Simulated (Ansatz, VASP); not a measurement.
# One calculation of Ni3Ge, two programs

Contents of INCAR:

```
ALGO = Normal ; EDIFF = 1E-6
ENCUT = 520 ; GGA = PS
ISIF = 2 ; ISMEAR = 1
LASPH = T ; LCHARG = F
LREAL = F ; LWAVE = F
NBANDS = 30 ; NELM = 80
PREC = Accurate ; SIGMA = 0.1
```

The input KPOINTS:

```
k-points
0
Gamma
  12 12 12
```

The input POSCAR:

```
Ni3Ge
1.0
    3.5303341067      0.0000000000      0.0000000000
    0.0000000000      3.5303341067      0.0000000000
    0.0000000000      0.0000000000      3.5303341067
Ni Ge
3 1
Direct
    0.5000000000      0.0000000000      0.5000000000
    0.0000000000      0.5000000000      0.5000000000
    0.5000000000      0.5000000000      0.0000000000
    0.0000000000      0.0000000000      0.0000000000
```

Input for Ansatz:

```yaml
crystal:
  lattice:
    - [3.5303341067, 0.0, 0.0]
    - [0.0, 3.5303341067, 0.0]
    - [0.0, 0.0, 3.5303341067]
  atoms:
    - { symbol: Ni, position: [0.5, 0.0, 0.5] }
    - { symbol: Ni, position: [0.0, 0.5, 0.5] }
    - { symbol: Ni, position: [0.5, 0.5, 0.0] }
    - { symbol: Ge, position: [0.0, 0.0, 0.0] }
basis:
  ecutwfc: 420
kpoints:
  mp_grid: { grid: [12, 12, 12] }
hamiltonian:
  xc: pbesol
scf:
  occupations: { method: cold, width: 0.1 }
output:
  forces: true
  stress: true
  eigenvalues: true
```

Alike in both runs: task single point; functional PBEsol; k mesh 12 × 12 × 12; no spin polarisation.

|  | VASP | Ansatz |
| --- | --- | --- |
| version | VASP 6.6.1 | Ansatz 0.2.0 |
| potentials or method | VASP PAW PBE potentials, release 64 (Ni, Ge_d), cutoff 520 eV | scalar-relativistic, plane waves, PAW |
| occupations | methfessel-paxton of order 1, width 0.1 eV | cold, width 0.1 eV |
| valence electrons in the cell | 44 | 68 |

|  | VASP | Ansatz | Ansatz less VASP |
| --- | --- | --- | --- |
| gap on the k mesh at the Fermi level (eV) | none | none | - |
| pressure (GPa) | -0.6 | -1.0 | -0.39 |

VASP's potentials were made for PBE, not for PBEsol. A gap of «none» marks a metal or a gap that the smearing closes. VASP's potentials hold 44 valence electrons a cell and Ansatz's 68, so a difference there can come from the potentials and not from the codes.
